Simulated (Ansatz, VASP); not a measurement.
**BaTiO3 in VASP and in Ansatz**

The input POSCAR:

```
BaTiO3
1.0
    3.9855000000      0.0000000000      0.0000000000
    0.0000000000      2.8369000000      2.8451500000
    0.0000000000     -2.8369000000      2.8451500000
Ba Ti O
1 1 3
Direct
    0.0000000000      0.0000000000      0.0000000000
    0.5000000000      0.5124000000      0.5124000000
    0.0000000000      0.4874000000      0.4874000000
    0.5000000000      0.5052400000      0.9918400000
    0.5000000000      0.9918400000      0.5052400000
```

Contents of INCAR.step1:

```
SYSTEM = BaTiO3
PREC = Accurate
ENCUT = 520
ISMEAR = 1
SIGMA = 0.01
LREAL = .FALSE.
LASPH = .TRUE.
NELM = 150
LMAXMIX = 4
LDAU = .TRUE.
LDAUTYPE = 2
LDAUL = -1 2 -1
LDAUU = 0 6 0
LDAUJ = 0 0 0
NBANDS = 28
GGA = PE
ALGO = Normal
EDIFF = 1E-4
LWAVE = .TRUE.
LCHARG = .FALSE.
```

File INCAR.step2:

```
SYSTEM = BaTiO3
PREC = Accurate
ENCUT = 520
EDIFF = 1E-6
ISMEAR = 1
SIGMA = 0.01
LREAL = .FALSE.
LASPH = .TRUE.
NELM = 150
ALGO = Normal
ISIF = 2
LWAVE = .FALSE.
LCHARG = .FALSE.
LMAXMIX = 4
LDAU = .TRUE.
LDAUTYPE = 2
LDAUL = -1 2 -1
LDAUU = 0 6 0
LDAUJ = 0 0 0
LDAUPRINT = 1
METAGGA = R2SCAN
LMIXTAU = .TRUE.
NBANDS = 28
ISTART = 1
```

KPOINTS

```
regular mesh
0
G
  6 6 6
  0 0 0
```

Input for Ansatz:

```yaml
crystal:
  lattice:
    - [3.9855, 0.0, 0.0]
    - [0.0, 2.8369, 2.84515]
    - [0.0, -2.8369, 2.84515]
  atoms:
    - { symbol: Ba, position: [0.0, 0.0, 0.0] }
    - { symbol: Ti, position: [0.5, 0.5124, 0.5124] }
    - { symbol: O, position: [0.0, 0.4874, 0.4874] }
    - { symbol: O, position: [0.5, 0.50524, 0.99184] }
    - { symbol: O, position: [0.5, 0.99184, 0.50524] }
basis:
  ecutwfc: 530.0
kpoints:
  mp_grid:
    grid: [6, 6, 6]
hamiltonian:
  xc: r2scan
  hubbard:
    - { species: Ti, l: d, u_eff: 6.0 }
scf:
  occupations:
    method: methfessel_paxton
    width: 0.01
output:
  eigenvalues: true
```

Alike in both runs: task single point; functional r2SCAN; k mesh 6 × 6 × 6; occupations methfessel-paxton of order 1, width 0.01 eV; no spin polarisation; Hubbard terms Ti d U = 6.0 eV.

```csv
,VASP,Ansatz
version,VASP 6.6.1,Ansatz 0.2.0
potentials or method,"VASP PAW PBE potentials, release 64 (Ba_sv, Ti_sv, O), cutoff 520 eV","plane waves, PAW"
valence electrons in the cell,40,40
```

Ansatz gave:

| Property | Result |
| --- | --- |
| gap on the k mesh at the Fermi level (eV) | 3.08 |

Q: Estimate VASP's values.

A: gap on the k mesh at the Fermi level (eV): 3.05.

VASP's potentials were made for PBE, not for r2SCAN. The programs project onto different local orbitals, so the same U acts differently, and such runs can settle in different states.

Spin-orbit coupling is off throughout.
